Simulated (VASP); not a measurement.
# SnTe2 (fluorite type) (Fm-3m) in VASP: notebook

SnTe2 (fluorite type) is run at these levels: PBE; tasks: electric field gradients.

Program: VASP 6.6.1. These are calculated values, not measurements. Logs are shortened: lines on timing, memory, paths and dates and some standing lists are left out, and cuts for length are marked.

## Step 1: The cell of the first run

Symmetry: Fm-3m, No. 225, cubic system. Conventional cell: a = 7.294 Å, b = 7.294 Å, c = 7.294 Å, α = 90.00°, β = 90.00°, γ = 90.00°. Sn (site symmetry m-3m) has 8 Te at 3.16 Å within 4.2 Å. Te (site symmetry -43m) has 4 Sn at 3.16 Å and 6 Te at 3.65 Å within 4.2 Å.

## Step 2: Electric field gradients, PBE (32.34 Å³/atom)

Contents of INCAR:

```
PREC = Accurate
ENCUT = 400
EDIFF = 1E-8
ISMEAR = -1
SIGMA = 0.05
LREAL = False
LASPH = True
NELM = 120
ALGO = Normal
ISIF = 2
LWAVE = False
LCHARG = False
GGA = PE
LEFG = True
NBANDS = 20
GGA_COMPAT = False
```

Contents of KPOINTS:

```
Automatic mesh
0
Gamma
  10 10 10
```

Contents of POSCAR:

```
SnTe2
1.0
    0.0000000000      3.6469208582      3.6469208582
    3.6469208582      0.0000000000      3.6469208582
    3.6469208582      3.6469208582      0.0000000000
Sn Te
1 2
Direct
    0.0000000000      0.0000000000      0.0000000000
    0.2500000000      0.2500000000      0.2500000000
    0.7500000000      0.7500000000      0.7500000000
```

Potentials or basis: VASP PAW PBE potentials, release 64 (Sn_d, Te).

The run is started by

```sh
$ cat potpaw_PBE.64/Sn_d/POTCAR potpaw_PBE.64/Te/POTCAR > POTCAR
$ mpirun -np 1 vasp_std > vasp.out
```

OUTCAR:

```text
PREC = Accurate
   ENCUT = 400
   EDIFF = 1E-8
   ISMEAR = -1
   LREAL = False
   LASPH = True
   NELM = 120
   ISIF = 2
   GGA = PE

 ion  position               nearest neighbor table
   1  0.000  0.000  0.000-   2 3.16   3 3.16   3 3.16   3 3.16   3 3.16   2 3.16   2 3.16   2 3.16

   2  0.250  0.250  0.250-   1 3.16   1 3.16   1 3.16   1 3.16   3 3.65   3 3.65   3 3.65   3 3.65
                             3 3.65   3 3.65
   3  0.750  0.750  0.750-   1 3.16   1 3.16   1 3.16   1 3.16   2 3.65   2 3.65   2 3.65   2 3.65
                             2 3.65   2 3.65

  LATTYP: Found a face centered cubic cell.
 ALAT       =     7.2938417164

  Lattice vectors:

 A1 = (   0.0000000000,   3.6469208582,   3.6469208582)
 A2 = (   3.6469208582,   0.0000000000,   3.6469208582)
 A3 = (   3.6469208582,   3.6469208582,   0.0000000000)

Analysis of symmetry for initial positions (statically):
=====================================================================
 Subroutine PRICEL returns:
 Original cell was already a primitive cell.

 Routine SETGRP: Setting up the symmetry group for a
 face centered cubic supercell.

 Subroutine GETGRP returns: Found 48 space group operations
 (whereof 48 operations were pure point group operations)
 out of a pool of 48 trial point group operations.

The static configuration has the point symmetry O_h .

Analysis of symmetry for dynamics (positions and initial velocities):
=====================================================================
 Subroutine PRICEL returns:
 Original cell was already a primitive cell.

 Routine SETGRP: Setting up the symmetry group for a
 face centered cubic supercell.

 Subroutine GETGRP returns: Found 48 space group operations
 (whereof 48 operations were pure point group operations)
 out of a pool of 48 trial point group operations.

The dynamic configuration has the point symmetry O_h .

 Subroutine INISYM returns: Found 48 space group operations
 (whereof 48 operations are pure point group operations),
 and found     1 'primitive' translations

----------------------------------------------------------------------------------------

                                     Primitive cell

  volume of cell :      97.0083

  direct lattice vectors                    reciprocal lattice vectors
     0.000000000  3.646920858  3.646920858    -0.137101961  0.137101961  0.137101961
     3.646920858  0.000000000  3.646920858     0.137101961 -0.137101961  0.137101961
     3.646920858  3.646920858  0.000000000     0.137101961  0.137101961 -0.137101961

  length of vectors
     5.157524939  5.157524939  5.157524939     0.237467562  0.237467562  0.237467562

  position of ions in fractional coordinates (direct lattice)
     0.000000000  0.000000000  0.000000000
     0.250000000  0.250000000  0.250000000
     0.750000000  0.750000000  0.750000000

  ion indices of the primitive-cell ions
   primitive index   ion index
                 1           1
                 2           2
                 3           3

----------------------------------------------------------------------------------------

 KPOINTS: Automatic mesh

Automatic generation of k-mesh.
 Grid dimensions read from file:
 generate k-points for:   10   10   10

 Generating k-lattice:

  Cartesian coordinates                     Fractional coordinates (reciprocal lattice)
    -0.013710196  0.013710196  0.013710196     0.100000000  0.000000000  0.000000000
     0.013710196 -0.013710196  0.013710196     0.000000000  0.100000000  0.000000000
     0.013710196  0.013710196 -0.013710196     0.000000000  0.000000000  0.100000000

  Length of vectors
     0.023746756  0.023746756  0.023746756

  Shift w.r.t. Gamma in fractional coordinates (k-lattice)
     0.000000000  0.000000000  0.000000000

 Subroutine IBZKPT returns following result:
 ===========================================

 Found     47 irreducible k-points:

 Following reciprocal coordinates:
            Coordinates               Weight
  0.000000  0.000000  0.000000      1.000000
  0.100000  0.000000  0.000000      8.000000
  0.200000  0.000000  0.000000      8.000000
  0.300000  0.000000  0.000000      8.000000
  0.400000  0.000000  0.000000      8.000000
  0.500000  0.000000  0.000000      4.000000
[... 16 lines left out ...]
  0.300000  0.300000  0.000000      6.000000
  0.400000  0.300000  0.000000     24.000000
 [... further k-points ...]
   k-points           NKPTS =     47   k-points in BZ     NKDIM =     47   number of bands    NBANDS=     20
   number of dos      NEDOS =    301   number of ions     NIONS =      3
   total plane-waves  NPLWV =  46656
   dimension x,y,z NGX =    36 NGY =   36 NGZ =   36
   dimension x,y,z NGXF=    72 NGYF=   72 NGZF=   72
   ions per type =               1   2
   NGX,Y,Z   is equivalent  to a cutoff of  11.60, 11.60, 11.60 a.u.
   NGXF,Y,Z  is equivalent  to a cutoff of  23.21, 23.21, 23.21 a.u.
 SYSTEM =  unknown system
   PREC   = accura    normal or accurate (medium, high low for compatibility)
   ISTART =      0    job   : 0-new  1-cont  2-samecut
   ICHARG =      2    charge: 1-file 2-atom 10-const
   ISPIN  =      1    spin polarized calculation?
   LNONCOLLINEAR =      F non collinear calculations
   LSORBIT =      F    spin-orbit coupling
   LASPH  =      T    aspherical Exc in radial PAW
   ENCUT  =  400.0 eV  29.40 Ry    5.42 a.u.   8.41  8.41  8.41*2*pi/ulx,y,z
   NELM   =    120;   NELMIN=  2; NELMDL= -5     # of ELM steps
   EDIFF  = 0.1E-07   stopping-criterion for ELM
   LREAL  =      F    real-space projection
   EDIFFG = 0.1E-06   stopping-criterion for IOM
   NSW    =      0    number of steps for IOM
   IBRION =     -1    ionic relax: 0-MD 1-quasi-New 2-CG
   NFREE  =      0    steps in history (QN), initial steepest desc. (CG)
   ISIF   =      2    stress and relaxation
   ISYM   =      2    0-nonsym 1-usesym 2-fastsym
   POTIM  = 0.5000    time-step for ionic-motion
   TEBEG  =    0.0;   TEEND  =   0.0 temperature during run
   PSTRESS=    0.0 pullay stress
   NELECT =      26.0000    total number of electrons
   NUPDOWN=      -1.0000    fix difference up-down
   EMIN   =  10.00;   EMAX   =-10.00  energy-range for DOS
   EFERMI =   0.00;   METHOD = LEGACY
   ISMEAR =    -1;   SIGMA  =   0.05  broadening in eV -4-tet -1-fermi 0-gaus
   EFERMI_NEDOS =   21; number of points for ismear=-14 and -15
   IALGO  =     38    algorithm
   IMIX   =      4    mixing-type and parameters
     AMIX     =   0.40;   BMIX     =  1.00
     AMIX_MAG =   1.60;   BMIX_MAG =  1.00
  volume/ion in A,a.u.               =      32.34       218.21
  Fermi-wavevector in a.u.,A,eV,Ry     =   1.055511  1.994627 15.158310  1.114104
  Thomas-Fermi vector in A             =   2.190712
   LORBIT       =      0    0 simple, 1 ext, 2 COOP (PROOUT), +10 PAW based schemes
   GGA     = PE    functional components
   LHFCALC =     F    Hartree Fock is set to
   AEXX    =    0.0000 exact exchange contribution
   IVDW    =     0    specifies the selected vdW correction
   LEPSILON=     F    determine dielectric tensor
   LRPA    =     F    only Hartree local field effects (RPA)
 non-spin polarized calculation
  energy-cutoff  :      400.00
  volume of cell :       97.01
 maximum number of plane-waves:      1807
 NGX is ok and might be reduce to    36
   NGX = 17   NGY = 17   NGZ = 17

 number of electron      25.9999990 magnetization

 Free energy of the ion-electron system (eV)
  ---------------------------------------------------
  ext. energy  EPLUGINS =         0.00000000
  ---------------------------------------------------
  free energy    TOTEN  =        -9.71632887 eV

  energy without entropy =       -9.69365749  energy(sigma->0) =       -9.70499318

 E-fermi :   6.0620     XC(G=0):  -9.2703

 val. band max:        6.0468855586   @ k =   0.4000   0.2000   0.1000
 cond. band min:       6.0802882741   @ k =  -0.2000   0.1000   0.0000
 fundamental gap:      0.0334027155
 Fermi energy:         6.0620355038

 k-point     1 :       0.0000    0.0000    0.0000
  band No.  band energies     occupation
      1     -15.2712      2.00000
      2     -15.2712      2.00000
      3     -15.2712      2.00000
      4     -15.2566      2.00000
      5     -15.2566      2.00000
      6      -6.5835      2.00000
[... 12 lines left out ...]
     19      10.7660      0.00000
[... 513 lines left out ...]
      4     -15.2573      2.00000
      5     -15.2559      2.00000
      6      -5.6183      2.00000
[... 12 lines left out ...]
     19      12.3218      0.00000
     20      13.7803      0.00000

 [... further k-points ...]

------------------------ aborting loop because EDIFF is reached ----------------------------------------

  FORCE on cell =-STRESS in cart. coord.  units (eV):
  Direction    XX          YY          ZZ          XY          YZ          ZX
  --------------------------------------------------------------------------------------
  -------------------------------------------------------------------------------------
  Total        1.5601031      1.5601031      1.5601031     -0.0000000     -0.0000000      0.0000000
  in kB       25.7664671     25.7664671     25.7664671     -0.0000000     -0.0000000      0.0000000
  external PRESSURE =      25.7664671 kB  Pullay stress =       0.0000000 kB

 VOLUME and BASIS-vectors are now :
 -----------------------------------------------------------------------------
  energy-cutoff  :      400.00
  volume of cell :       97.01
      direct lattice vectors                 reciprocal lattice vectors
     0.000000000  3.646920858  3.646920858    -0.137101961  0.137101961  0.137101961
     3.646920858  0.000000000  3.646920858     0.137101961 -0.137101961  0.137101961
     3.646920858  3.646920858  0.000000000     0.137101961  0.137101961 -0.137101961

 POSITION                                       TOTAL-FORCE (eV/Angst)
 -----------------------------------------------------------------------------------
      0.00000      0.00000      0.00000        -0.000000     -0.000000      0.000000
      1.82346      1.82346      1.82346        -0.000000     -0.000000     -0.000000
      5.47038      5.47038      5.47038         0.000000      0.000000      0.000000
 -----------------------------------------------------------------------------------
    total drift:                               -0.000000      0.000000      0.000000

  FREE ENERGIE OF THE ION-ELECTRON SYSTEM (eV)
  ---------------------------------------------------
  free  energy   TOTEN  =        -9.7163288707 eV

  energy  without entropy=       -9.6936574871  energy(sigma->0) =       -9.70499318

 Electric field gradients (V/A^2)
---------------------------------------------------------------------
 ion       V_xx      V_yy      V_zz      V_xy      V_xz      V_yz
---------------------------------------------------------------------
   1       0.000     0.000    -0.000    -0.001    -0.001    -0.001
   2      -0.000     0.000     0.000    -0.000    -0.000    -0.000
   3      -0.000     0.000     0.000    -0.000    -0.000    -0.000
---------------------------------------------------------------------

 Electric field gradients after diagonalization (V/A^2)
 (convention: |V_zz| > |V_xx| > |V_yy|)
----------------------------------------------------------------------
 ion       V_xx      V_yy      V_zz     asymmetry (V_yy - V_xx)/ V_zz
----------------------------------------------------------------------
   1       0.001     0.001    -0.001       0.000
   2       0.000     0.000    -0.001       0.000
   3       0.000     0.000    -0.001       0.000
----------------------------------------------------------------------

           NMR quadrupolar parameters

 Cq : quadrupolar parameter    Cq=e*Q*V_zz/h
 eta: asymmetry parameters     (V_yy - V_xx)/ V_zz
 Q  : nuclear electric quadrupole moment in mb (millibarn)
----------------------------------------------------------------------
 ion       Cq(MHz)       eta       Q (mb)
----------------------------------------------------------------------
   1      -0.000       0.000       1.000
   2      -0.000       0.000       1.000
   3      -0.000       0.000       1.000
----------------------------------------------------------------------
```

Wall time 2 min (1 thread of Intel Xeon 8259CL, shared host); peak memory 0.23 GiB.

What came out:

| Quantity | Value |
| --- | --- |
| Free energy | -9.7163 eV |
| Pressure | 2.6 GPa |
| Band gap on the k mesh | zero (bands 13 and 14 overlap by 2.22 eV) |
| Largest electric field gradient by atom | zero within the noise of the run |

Caveat: spin-orbit coupling is left out, which moves the levels of the heavy elements.

## Step 3: Electric field gradients, PBE (33.35 Å³/atom)

This run uses another cell than the first one, of 33.35 Å³/atom.

Contents of INCAR:

```
SYSTEM = SnTe2
ALGO     = Normal         ! electronic algorithm
EDIFF    = 1E-8           ! SCF threshold, eV
ENCUT    = 400            ! plane-wave cutoff, eV
GGA      = PE             ! functional
GGA_COMPAT= .FALSE.      
ISIF     = 2              ! what is computed and relaxed
ISMEAR   = -1             ! smearing method
LASPH    = .TRUE.         ! aspherical terms in the spheres
LCHARG   = .FALSE.        ! write CHGCAR
LEFG     = .TRUE.       
LREAL    = .FALSE.        ! projectors in reciprocal space
LWAVE    = .FALSE.        ! write WAVECAR
NBANDS   = 20             ! bands
NELM     = 120            ! most SCF steps
PREC     = Accurate       ! precision mode
SIGMA    = 0.05           ! smearing width, eV
```

Contents of KPOINTS:

```
k-points
0
G
  10 10 10
  0 0 0
```

Contents of POSCAR:

```
SnTe2
1.0
    0.0000000000      3.6846591275      3.6846591275
    3.6846591275      0.0000000000      3.6846591275
    3.6846591275      3.6846591275      0.0000000000
Sn Te
1 2
Direct
    0.0000000000      0.0000000000      0.0000000000
    0.2500000000      0.2500000000      0.2500000000
    0.7500000000      0.7500000000      0.7500000000
```

Potentials or basis: VASP PAW PBE potentials, release 64 (Sn_d, Te).

The run is started by

```sh
$ cat potpaw_PBE.64/Sn_d/POTCAR potpaw_PBE.64/Te/POTCAR > POTCAR
$ mpirun -np 1 vasp_std > vasp.out
```

OUTCAR:

```text
SYSTEM = SnTe2
   EDIFF = 1E-8
   ENCUT = 400
   GGA = PE
   ISIF = 2
   ISMEAR = -1
   LASPH = .TRUE.
   LREAL = .FALSE.
   NELM = 120
   PREC = Accurate

 ion  position               nearest neighbor table
   1  0.000  0.000  0.000-   3 3.19   3 3.19   3 3.19   2 3.19   3 3.19   2 3.19   2 3.19   2 3.19

   2  0.250  0.250  0.250-   1 3.19   1 3.19   1 3.19   1 3.19
   3  0.750  0.750  0.750-   1 3.19   1 3.19   1 3.19   1 3.19

  LATTYP: Found a face centered cubic cell.
 ALAT       =     7.3693182550

  Lattice vectors:

 A1 = (   0.0000000000,   3.6846591275,   3.6846591275)
 A2 = (   3.6846591275,   0.0000000000,   3.6846591275)
 A3 = (   3.6846591275,   3.6846591275,   0.0000000000)

Analysis of symmetry for initial positions (statically):
=====================================================================
 Subroutine PRICEL returns:
[... 750 lines left out ...]
     3.684659127  0.000000000  3.684659127     0.135697763 -0.135697763  0.135697763
     3.684659127  3.684659127  0.000000000     0.135697763  0.135697763 -0.135697763

 POSITION                                       TOTAL-FORCE (eV/Angst)
 -----------------------------------------------------------------------------------
      0.00000      0.00000      0.00000        -0.000000     -0.000000     -0.000000
      1.84233      1.84233      1.84233         0.000000      0.000000     -0.000000
      5.52699      5.52699      5.52699         0.000000     -0.000000      0.000000
 -----------------------------------------------------------------------------------
    total drift:                               -0.000000      0.000000      0.000000

  FREE ENERGIE OF THE ION-ELECTRON SYSTEM (eV)
  ---------------------------------------------------
  free  energy   TOTEN  =        -9.7522514700 eV

  energy  without entropy=       -9.7285000099  energy(sigma->0) =       -9.74037574

 Electric field gradients (V/A^2)
---------------------------------------------------------------------
 ion       V_xx      V_yy      V_zz      V_xy      V_xz      V_yz
---------------------------------------------------------------------
   1      -0.000    -0.000     0.000     0.001     0.001     0.001
   2      -0.000     0.000     0.000    -0.000    -0.000    -0.000
   3      -0.000     0.000     0.000    -0.000    -0.000    -0.000
---------------------------------------------------------------------

 Electric field gradients after diagonalization (V/A^2)
 (convention: |V_zz| > |V_xx| > |V_yy|)
----------------------------------------------------------------------
 ion       V_xx      V_yy      V_zz     asymmetry (V_yy - V_xx)/ V_zz
----------------------------------------------------------------------
   1      -0.001    -0.001     0.002       0.000
   2       0.000     0.000    -0.001       0.000
   3       0.000     0.000    -0.001       0.000
----------------------------------------------------------------------

           NMR quadrupolar parameters

 Cq : quadrupolar parameter    Cq=e*Q*V_zz/h
 eta: asymmetry parameters     (V_yy - V_xx)/ V_zz
 Q  : nuclear electric quadrupole moment in mb (millibarn)
----------------------------------------------------------------------
 ion       Cq(MHz)       eta       Q (mb)
----------------------------------------------------------------------
   1       0.000       0.000       1.000
   2      -0.000       0.000       1.000
   3      -0.000       0.000       1.000
----------------------------------------------------------------------
```

OSZICAR:

```text
N       E                     dE             d eps       ncg     rms          rms(c)
DAV:   1     0.161297385587E+03    0.16130E+03   -0.10005E+04  1892   0.111E+03
DAV:   2     0.739372852952E+01   -0.15390E+03   -0.14932E+03  2012   0.288E+02
DAV:   3    -0.915053105296E+01   -0.16544E+02   -0.16248E+02  2360   0.936E+01
DAV:   4    -0.974289104557E+01   -0.59236E+00   -0.58960E+00  2164   0.184E+01
DAV:   5    -0.976617738988E+01   -0.23286E-01   -0.23284E-01  2528   0.375E+00    0.649E+00
DAV:   6    -0.975191089998E+01    0.14266E-01   -0.39815E-02  2244   0.176E+00    0.410E+00
DAV:   7    -0.975251597633E+01   -0.60508E-03   -0.25469E-02  2284   0.112E+00    0.148E-01
DAV:   8    -0.975202695364E+01    0.48902E-03   -0.42331E-03  2128   0.602E-01    0.892E-02
DAV:   9    -0.975223717085E+01   -0.21022E-03   -0.38364E-04  2016   0.112E-01    0.354E-02
DAV:  10    -0.975224018942E+01   -0.30186E-05   -0.92952E-06  2372   0.221E-02    0.265E-02
DAV:  11    -0.975225051705E+01   -0.10328E-04   -0.28457E-05  1968   0.205E-02    0.146E-02
DAV:  12    -0.975225060583E+01   -0.88780E-07   -0.56394E-07  2088   0.528E-03    0.876E-03
DAV:  13    -0.975225109206E+01   -0.48623E-06   -0.26154E-07  2000   0.280E-03    0.341E-03
DAV:  14    -0.975225145559E+01   -0.36353E-06   -0.32077E-07  1980   0.224E-03    0.663E-04
DAV:  15    -0.975225147743E+01   -0.21842E-07   -0.12093E-08  1760   0.745E-04    0.314E-04
DAV:  16    -0.975225146996E+01    0.74710E-08   -0.14595E-09  1312   0.220E-04
   1 F= -.97522515E+01 E0= -.97403757E+01  d E =-.237515E-01
```

stdout:

```text
POSCAR found type information on POSCAR SnTe
 POSCAR found :  2 types and       3 ions
 scaLAPACK will be used
 LDA part: xc-table for (Slater+PW92), standard interpolation
 POSCAR, INCAR and KPOINTS ok, starting setup
 FFT: planning ... GRIDC
 FFT: planning ... GRID_SOFT
 FFT: planning ... GRID
 WAVECAR not read
 entering main loop
ion   1

ion   2

ion   3
```

It took 2.1 min on 1 thread of Intel Xeon 8259CL, shared host; peak memory 0.24 GiB.

Results:

```
Free energy                             : -9.7523 eV
Pressure                                : 1.2 GPa
Band gap on the k mesh                  : zero (bands 13 and 14 overlap by 2.10 eV)
Largest electric field gradient by atom : zero within the noise of the run
```

Caveat: spin-orbit coupling is left out, which moves the levels of the heavy elements.
